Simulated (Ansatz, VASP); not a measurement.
HgTe: VASP beside Ansatz

```
CELL_PARAMETERS angstrom
0.00000 3.61844 2.55824
3.61844 0.00000 2.55824
3.61844 3.61844 0.00000
ATOMIC_POSITIONS crystal
Hg 0.00000 0.00000 0.00000
Te 0.75000 0.75000 0.75000
```

Alike in both runs: task single point; functional PBEsol; k mesh 14 × 14 × 14; occupations gaussian, width 0.15 eV; no spin polarisation.

|  | VASP | Ansatz |
| --- | --- | --- |
| version | VASP 6.6.1 | Ansatz 0.2.0 |
| potentials or method | VASP PAW PBE potentials, release 64 (Hg, Te), cutoff 520 eV | scalar-relativistic, plane waves, PAW |
| valence electrons in the cell | 18 | 36 |

|  | VASP | Ansatz | Ansatz less VASP |
| --- | --- | --- | --- |
| gap on the k mesh at the Fermi level (eV) | none | none | - |
| pressure (GPa) | -0.7 | -0.8 | -0.12 |
| traceless stress, the component that is largest in VASP (GPa) | 1.87 | 1.91 | +0.034 |

VASP's potentials were made for PBE, not for PBEsol. A gap of «none» marks a metal or a gap that the smearing closes. With one functional, cell and mesh, what is left measures potentials, basis and numerics. VASP's potentials hold 18 valence electrons a cell and Ansatz's 36, so a difference there can come from the potentials and not from the codes.

Neither program's run includes spin-orbit coupling.
